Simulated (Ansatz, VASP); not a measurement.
## Lu in VASP and in Ansatz

```
Lu
1.0
    -1.95411    1.95411    1.95411
     1.95411   -1.95411    1.95411
     1.95411    1.95411   -1.95411
Lu
1
Direct
  0.00000 0.00000 0.00000
```

Alike in both runs: functional LDA; k mesh 8 × 8 × 8; occupations methfessel-paxton of order 1, width 0.025 eV; non-collinear spin, spin-orbit coupling.

|  | VASP | Ansatz |
| --- | --- | --- |
| version | VASP 6.6.1 | Ansatz 0.2.0 |
| potentials or method | VASP PAW PBE potentials, release 64 (Lu), cutoff 600 eV | all-electron LAPW, relativistic spinors |
| task | single point | density of states |

|  | VASP | Ansatz | Ansatz less VASP |
| --- | --- | --- | --- |
| pressure (GPa) | -5.9 | -6.1 | -0.12 |
| net moment per atom (μB) | 0.00 | 0.00 | 0.000 |

VASP's potentials were made for PBE, not for LDA. LDA's correlation is that of Perdew and Zunger in VASP and of Perdew and Wang (1992) in Ansatz. Ansatz ran all-electron here, and VASP with PAW potentials.
